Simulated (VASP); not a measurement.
# Rb (Im-3m) in VASP: a series of runs

Rb is run at these levels: LDA; tasks: single point.

Everything below comes from runs of VASP 6.6.1. Logs are shortened: lines on timing, memory, paths and dates and some standing lists are left out, and cuts for length are marked.

## (1) The cell of the first run

Symmetry: Im-3m, No. 229, cubic system. Conventional cell: a = 5.148 Å, b = 5.148 Å, c = 5.148 Å, α = 90.00°, β = 90.00°, γ = 90.00°. Rb (site symmetry m-3m) has 14 Rb at 4.46 to 5.15 Å within 5.8 Å.

## (2) Single point, LDA (volume scaled by 0.88)

The input, INCAR:

```
SYSTEM = Rb
PREC     = Accurate       ! precision mode
ENCUT    = 520            ! plane-wave cutoff, eV
EDIFF    = 1E-6           ! SCF threshold, eV
ISMEAR   = -1             ! smearing method
SIGMA    = 0.1            ! smearing width, eV
LREAL    = .FALSE.        ! projectors in reciprocal space
LASPH    = .TRUE.         ! aspherical terms in the spheres
NELM     = 100            ! most SCF steps
ALGO     = Normal         ! electronic algorithm
ISIF     = 2              ! what is computed and relaxed
LWAVE    = .FALSE.        ! write WAVECAR
LCHARG   = .TRUE.         ! write CHGCAR
LELF     = .TRUE.         ! ELF
LVHAR    = .TRUE.       
NBANDS   = 10             ! bands
```

The input, KPOINTS:

```
Automatic mesh
0
G
  14 14 14
  0 0 0
```

The input, POSCAR:

```
Rb
1.0
   -2.5739162134      2.5739162134      2.5739162134
    2.5739162134     -2.5739162134      2.5739162134
    2.5739162134      2.5739162134     -2.5739162134
Rb
1
Direct
    0.0000000000      0.0000000000      0.0000000000
```

Potentials or basis: VASP PAW LDA potentials, release 64 (Rb_sv).

The run is started by

```console
> cat potpaw_LDA.64/Rb_sv/POTCAR > POTCAR
> mpirun -np 1 vasp_std > vasp.out
```

OUTCAR:

```text
SYSTEM = Rb
   PREC = Accurate
   ENCUT = 520
   EDIFF = 1E-6
   ISMEAR = -1
   LREAL = .FALSE.
   LASPH = .TRUE.
   NELM = 100
   ISIF = 2

 ion  position               nearest neighbor table
   1  0.000  0.000  0.000-

  LATTYP: Found a body centered cubic cell.
 ALAT       =     5.1478324268

  Lattice vectors:

 A1 = (  -2.5739162134,   2.5739162134,   2.5739162134)
 A2 = (   2.5739162134,  -2.5739162134,   2.5739162134)
 A3 = (   2.5739162134,   2.5739162134,  -2.5739162134)

Analysis of symmetry for initial positions (statically):
=====================================================================
 Subroutine PRICEL returns:
 Original cell was already a primitive cell.

 Routine SETGRP: Setting up the symmetry group for a
 body centered cubic supercell.

 Subroutine GETGRP returns: Found 48 space group operations
 (whereof 48 operations were pure point group operations)
 out of a pool of 48 trial point group operations.

The static configuration has the point symmetry O_h .

Analysis of symmetry for dynamics (positions and initial velocities):
=====================================================================
 Subroutine PRICEL returns:
 Original cell was already a primitive cell.

 Routine SETGRP: Setting up the symmetry group for a
 body centered cubic supercell.

 Subroutine GETGRP returns: Found 48 space group operations
 (whereof 48 operations were pure point group operations)
 out of a pool of 48 trial point group operations.

The dynamic configuration has the point symmetry O_h .

 Subroutine INISYM returns: Found 48 space group operations
 (whereof 48 operations are pure point group operations),
 and found     1 'primitive' translations

----------------------------------------------------------------------------------------

                                     Primitive cell

  volume of cell :      68.2092

  direct lattice vectors                    reciprocal lattice vectors
    -2.573916213  2.573916213  2.573916213     0.000000000  0.194256518  0.194256518
     2.573916213 -2.573916213  2.573916213     0.194256518  0.000000000  0.194256518
     2.573916213  2.573916213 -2.573916213     0.194256518  0.194256518  0.000000000

  length of vectors
     4.458153656  4.458153656  4.458153656     0.274720202  0.274720202  0.274720202

  position of ions in fractional coordinates (direct lattice)
     0.000000000  0.000000000  0.000000000

  ion indices of the primitive-cell ions
   primitive index   ion index
                 1           1

----------------------------------------------------------------------------------------

 KPOINTS: Automatic mesh

Automatic generation of k-mesh.
 Grid dimensions read from file:
 generate k-points for:   14   14   14

 Generating k-lattice:

  Cartesian coordinates                     Fractional coordinates (reciprocal lattice)
     0.000000000  0.013875466  0.013875466     0.071428571  0.000000000  0.000000000
     0.013875466  0.000000000  0.013875466     0.000000000  0.071428571  0.000000000
     0.013875466  0.013875466  0.000000000     0.000000000  0.000000000  0.071428571

  Length of vectors
     0.019622872  0.019622872  0.019622872

  Shift w.r.t. Gamma in fractional coordinates (k-lattice)
     0.000000000  0.000000000  0.000000000

 Subroutine IBZKPT returns following result:
 ===========================================

 Found    104 irreducible k-points:

 Following reciprocal coordinates:
            Coordinates               Weight
  0.000000  0.000000  0.000000      1.000000
  0.071429  0.000000  0.000000     12.000000
  0.142857  0.000000  0.000000     12.000000
  0.214286  0.000000  0.000000     12.000000
  0.285714  0.000000  0.000000     12.000000
  0.357143  0.000000  0.000000     12.000000
[... 16 lines left out ...]
  0.285714  0.285714  0.000000     24.000000
  0.357143  0.285714  0.000000     24.000000
 [... further k-points ...]
   k-points           NKPTS =    104   k-points in BZ     NKDIM =    104   number of bands    NBANDS=     10
   number of dos      NEDOS =    301   number of ions     NIONS =      1
   total plane-waves  NPLWV =  46656
   dimension x,y,z NGX =    36 NGY =   36 NGZ =   36
   dimension x,y,z NGXF=    72 NGYF=   72 NGZF=   72
   ions per type =               1
   NGX,Y,Z   is equivalent  to a cutoff of  13.42, 13.42, 13.42 a.u.
   NGXF,Y,Z  is equivalent  to a cutoff of  26.85, 26.85, 26.85 a.u.
 SYSTEM =  Rb
   PREC   = accura    normal or accurate (medium, high low for compatibility)
   ISTART =      0    job   : 0-new  1-cont  2-samecut
   ICHARG =      2    charge: 1-file 2-atom 10-const
   ISPIN  =      1    spin polarized calculation?
   LNONCOLLINEAR =      F non collinear calculations
   LSORBIT =      F    spin-orbit coupling
   LASPH  =      T    aspherical Exc in radial PAW
   ENCUT  =  520.0 eV  38.22 Ry    6.18 a.u.   8.29  8.29  8.29*2*pi/ulx,y,z
   NELM   =    100;   NELMIN=  2; NELMDL= -5     # of ELM steps
   EDIFF  = 0.1E-05   stopping-criterion for ELM
   LREAL  =      F    real-space projection
   EDIFFG = 0.1E-04   stopping-criterion for IOM
   NSW    =      0    number of steps for IOM
   IBRION =     -1    ionic relax: 0-MD 1-quasi-New 2-CG
   NFREE  =      0    steps in history (QN), initial steepest desc. (CG)
   ISIF   =      2    stress and relaxation
   ISYM   =      2    0-nonsym 1-usesym 2-fastsym
   POTIM  = 0.5000    time-step for ionic-motion
   TEBEG  =    0.0;   TEEND  =   0.0 temperature during run
   PSTRESS=    0.0 pullay stress
   NELECT =       9.0000    total number of electrons
   NUPDOWN=      -1.0000    fix difference up-down
   EMIN   =  10.00;   EMAX   =-10.00  energy-range for DOS
   EFERMI =   0.00;   METHOD = LEGACY
   ISMEAR =    -1;   SIGMA  =   0.10  broadening in eV -4-tet -1-fermi 0-gaus
   EFERMI_NEDOS =   21; number of points for ismear=-14 and -15
   IALGO  =     38    algorithm
   IMIX   =      4    mixing-type and parameters
     AMIX     =   0.40;   BMIX     =  1.00
     AMIX_MAG =   1.60;   BMIX_MAG =  1.00
  volume/ion in A,a.u.               =      68.21       460.30
  Fermi-wavevector in a.u.,A,eV,Ry     =   0.833440  1.574974  9.450920  0.694623
  Thomas-Fermi vector in A             =   1.946665
   LORBIT       =      0    0 simple, 1 ext, 2 COOP (PROOUT), +10 PAW based schemes
   GGA     = CA    functional components
   LHFCALC =     F    Hartree Fock is set to
   AEXX    =    0.0000 exact exchange contribution
   IVDW    =     0    specifies the selected vdW correction
   LEPSILON=     F    determine dielectric tensor
   LRPA    =     F    only Hartree local field effects (RPA)
 non-spin polarized calculation
  energy-cutoff  :      520.00
  volume of cell :       68.21
 maximum number of plane-waves:      1878
 NGX is ok and might be reduce to    36
   NGX = 17   NGY = 17   NGZ = 17

 number of electron       9.0000000 magnetization

 Free energy of the ion-electron system (eV)
  ---------------------------------------------------
  ext. energy  EPLUGINS =         0.00000000
  ---------------------------------------------------
  free energy    TOTEN  =        -1.05889485 eV

  energy without entropy =       -1.02959960  energy(sigma->0) =       -1.04424723

 E-fermi :   0.5090     XC(G=0):  -6.4655

 val. band max:        0.4906920562   @ k =   0.3571   0.0714   0.0714
 cond. band min:       0.5192786710   @ k =  -0.3571   0.4286   0.1429
 fundamental gap:      0.0285866148
 Fermi energy:         0.5089604745

 k-point     1 :       0.0000    0.0000    0.0000
  band No.  band energies     occupation
      1     -28.1679      2.00000
      2     -12.2156      2.00000
      3     -12.2156      2.00000
      4     -12.2156      2.00000
      5      -1.8772      2.00000
      6       4.3329      0.00000
      7       4.3329      0.00000
      8       4.3329      0.00000
      9       5.5475      0.00000
     10       5.5475      0.00000

 k-point     2 :       0.0714    0.0000    0.0000
  band No.  band energies     occupation
      1     -28.1671      2.00000
      2     -12.2291      2.00000
      3     -12.2197      2.00000
      4     -12.2157      2.00000
      5      -1.7966      2.00000
      6       4.2318      0.00000
      7       4.2449      0.00000
      8       4.4119      0.00000
      9       5.3735      0.00000
     10       5.5228      0.00000

 k-point     3 :       0.1429    0.0000    0.0000
  band No.  band energies     occupation
      1     -28.1648      2.00000
      2     -12.2664      2.00000
      3     -12.2311      2.00000
      4     -12.2159      2.00000
      5      -1.5611      2.00000
      6       3.8991      0.00000
      7       3.9854      0.00000
      8       4.6470      0.00000
      9       5.2164      0.00000
     10       5.4790      0.00000

 k-point     4 :       0.2143    0.0000    0.0000
  band No.  band energies     occupation
      1     -28.1614      2.00000
      2     -12.3193      2.00000
      3     -12.2476      2.00000
      4     -12.2162      2.00000
      5      -1.1892      2.00000
      6       3.3617      0.00000
      7       3.6933      0.00000
      8       5.0322      0.00000
      9       5.2726      0.00000
     10       5.4723      0.00000
[... 222 lines left out ...]
 k-point    22 :       0.3571    0.2143    0.0000
  band No.  band energies     occupation
      1     -28.1498      2.00000
      2     -12.4359      2.00000
      3     -12.3368      2.00000
      4     -12.2426      2.00000
      5       1.0347      0.01036
      6       1.7570      0.00001
      7       2.5412      0.00000
      8       5.1009      0.00000
      9       5.9360      0.00000
     10       6.3088      0.00000

 k-point    23 :       0.2857    0.2857    0.0000
  band No.  band energies     occupation
      1     -28.1497      2.00000
      2     -12.4216      2.00000
      3     -12.3521      2.00000
      4     -12.2457      2.00000
      5       1.0783      0.00671
      6       1.9450      0.00000
      7       2.3025      0.00000
      8       5.3401      0.00000
      9       5.5405      0.00000
     10       6.2679      0.00000

 k-point    24 :       0.3571    0.2857    0.0000
  band No.  band energies     occupation
      1     -28.1491      2.00000
      2     -12.4114      2.00000
      3     -12.3714      2.00000
      4     -12.2470      2.00000
      5       1.5178      0.00008
      6       1.7095      0.00001
      7       2.1036      0.00000
      8       5.2659      0.00000
      9       5.8072      0.00000
     10       5.9310      0.00000

 [... further k-points ...]
[... 5 lines left out ...]
  --------------------------------------------------------------------------------------
  -------------------------------------------------------------------------------------
  Total        0.2473300      0.2473300      0.2473300      0.0000000      0.0000000     -0.0000000
  in kB        5.8095718      5.8095718      5.8095718      0.0000000      0.0000000     -0.0000000
  external PRESSURE =       5.8095718 kB  Pullay stress =       0.0000000 kB

 VOLUME and BASIS-vectors are now :
 -----------------------------------------------------------------------------
  energy-cutoff  :      520.00
  volume of cell :       68.21
      direct lattice vectors                 reciprocal lattice vectors
    -2.573916213  2.573916213  2.573916213     0.000000000  0.194256518  0.194256518
     2.573916213 -2.573916213  2.573916213     0.194256518  0.000000000  0.194256518
     2.573916213  2.573916213 -2.573916213     0.194256518  0.194256518  0.000000000

 POSITION                                       TOTAL-FORCE (eV/Angst)
 -----------------------------------------------------------------------------------
      0.00000      0.00000      0.00000        -0.000000     -0.000000      0.000000
 -----------------------------------------------------------------------------------
    total drift:                               -0.000000     -0.000000      0.000000

  FREE ENERGIE OF THE ION-ELECTRON SYSTEM (eV)
  ---------------------------------------------------
  free  energy   TOTEN  =        -1.0588948535 eV

  energy  without entropy=       -1.0295996009  energy(sigma->0) =       -1.04424723
```

Run time: 64 s. Hardware: 1 thread of AMD EPYC 7R43 (Zen 3), shared host; peak memory 0.17 GiB.

Results:

* Free energy: -1.0589 eV
* Pressure: 0.6 GPa

## (3) Single point, LDA (volume scaled by 0.92)

The input, INCAR:

```
  PREC = Accurate
  ENCUT = 520
  EDIFF = 1E-6
  ISMEAR = -1
  SIGMA = 0.1
  LREAL = False
  LASPH = True
  NELM = 80
  ALGO = Normal
  ISIF = 2
  LWAVE = False
  LCHARG = True
  LELF = True
  LVHAR = True
  NBANDS = 10
```

The input, KPOINTS:

```
regular mesh
0
Gamma
  14 14 14
```

The input, POSCAR:

```
Rb
1.0
   -2.6123385379      2.6123385379      2.6123385379
    2.6123385379     -2.6123385379      2.6123385379
    2.6123385379      2.6123385379     -2.6123385379
Rb
1
Direct
    0.0000000000      0.0000000000      0.0000000000
```

Potentials or basis: VASP PAW LDA potentials, release 64 (Rb_sv).

The run is started by

```console
> cat potpaw_LDA.64/Rb_sv/POTCAR > POTCAR
> mpirun -np 1 vasp_std > vasp.out
```

It took 67 s on 1 thread of AMD EPYC 7R43 (Zen 3), shared host; peak memory 0.17 GiB.

It converged, with:

```
Free energy : -1.0680 eV
Pressure    : 0.4 GPa
```

Levels at points of the mesh, in eV from the Fermi level:
```csv
k point,band 2,band 3,band 4,band 5,band 6,band 7
"(0.00, 0.00, 0.00)",-12.75,-12.75,-12.75,-2.32,3.79,3.79
"(0.50, 0.00, 0.00)",-12.97,-12.82,-12.75,0.12,1.07,2.54
"(0.50, 0.50, 0.50)",-12.90,-12.90,-12.90,1.07,1.07,3.95
```

## (4) Single point, LDA (volume scaled by 0.96)

INCAR, as its differences from that of step 3:

```diff
@@ -12,2 +12,3 @@
   LCHARG = True
+  GGA = CA
   LELF = True
```

The input, KPOINTS:

```
Automatic mesh
0
Gamma
  14 14 14
```

The input, POSCAR:

```
Rb
1.0
   -2.6496627025      2.6496627025      2.6496627025
    2.6496627025     -2.6496627025      2.6496627025
    2.6496627025      2.6496627025     -2.6496627025
Rb
1
Direct
    0.0000000000      0.0000000000      0.0000000000
```

The run is started by

```console
> cat potpaw_LDA.64/Rb_sv/POTCAR > POTCAR
> mpirun -np 1 vasp_std > vasp.out
```

It took 69 s on 1 thread of AMD EPYC 7R43 (Zen 3), shared host; peak memory 0.18 GiB.

Results (log left out):

```
Free energy : -1.0730 eV
Pressure    : 0.2 GPa
```

Levels at points of the mesh, in eV from the Fermi level:
| k point | band 2 | band 3 | band 4 | band 5 | band 6 | band 7 |
| --- | --- | --- | --- | --- | --- | --- |
| (0.00, 0.00, 0.00) | -12.77 | -12.77 | -12.77 | -2.26 | 3.76 | 3.76 |
| (0.50, 0.00, 0.00) | -12.96 | -12.83 | -12.77 | 0.15 | 1.02 | 2.55 |
| (0.50, 0.50, 0.50) | -12.90 | -12.90 | -12.90 | 1.11 | 1.11 | 3.82 |

## (5) Overview

```tsv
cell	gap on the mesh (eV)	pressure (GPa)
a = 4.458 Å, angles 109.5°, 1 atom	none	0.6
a = 4.525 Å, angles 109.5°, 1 atom	none	0.4
a = 4.589 Å, angles 109.5°, 1 atom	none	0.2
```

Alike in all rows: task single point; level LDA; potentials or basis VASP PAW LDA potentials, release 64 (Rb_sv); no spin polarisation; k mesh 14 × 14 × 14; cutoff (eV) 520; smearing fermi-dirac 0.1 eV.

Total energies depend on the potentials used, so only differences within one code and one set of settings carry meaning.
